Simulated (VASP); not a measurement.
Wanted: the native input for a VASP 6.6.1 run.

```
Task                   : single point
Functional             : PBE
Potentials or basis    : VASP PAW PBE potentials, release 64 (Hf_pv, N)
Cutoff                 : 520 eV
k mesh                 : 22 × 22 × 22
Occupations            : gaussian, width 0.15 eV
Spin                   : no spin polarisation
Dipole correction      : no
Further INCAR settings : ALGO = Normal; EDIFF = 1e-06; NBANDS = 14
```

The structure of HfN lies in POSCAR:

```
HfN
1.0
    0.0000000000      2.1602017307      2.2738965586
    2.1602017307      0.0000000000      2.2738965586
    2.1602017307      2.1602017307      0.0000000000
Hf N
1 1
Direct
    0.0000000000      0.0000000000      0.0000000000
    0.5000000000      0.5000000000      0.5000000000
```

This cell differs from its parent crystal: strain -0.050 along x and y, +0.000 along z.

One way to write it, as run:

INCAR

```
SYSTEM = HfN
PREC = Accurate
ENCUT = 520
EDIFF = 1E-6
ISMEAR = 0
SIGMA = 0.15
LREAL = .False.
LASPH = .True.
NELM = 60
ALGO = Normal
ISIF = 2
LWAVE = .False.
LCHARG = .True.
GGA = PE
LELF = .True.
LVHAR = .True.
NBANDS = 14
```

KPOINTS

```
regular mesh
0
Gamma
  22 22 22
  0 0 0
```

Potentials or basis: VASP PAW PBE potentials, release 64 (Hf_pv, N).

Command:

```console
$ cat potpaw_PBE.64/Hf_pv/POTCAR potpaw_PBE.64/N/POTCAR > POTCAR
$ mpirun -np 1 vasp_std > vasp.out
```

It gave:

```json
{
  "Pressure": "33.1 GPa",
  "Band gap on the k mesh": "zero (an odd number of electrons rules out a gap without spin polarisation)"
}
```

Caveat: the cell differs from its parent crystal (strain -0.050 along x and y, +0.000 along z); the cell stands under pressure; spin-orbit coupling is left out, which moves the levels of the heavy elements.

Wall time 86 s on 1 thread of Intel(R) Xeon(R) Platinum 8488C (Sapphire Rapids), on a shared host, peak memory 0.36 GiB.
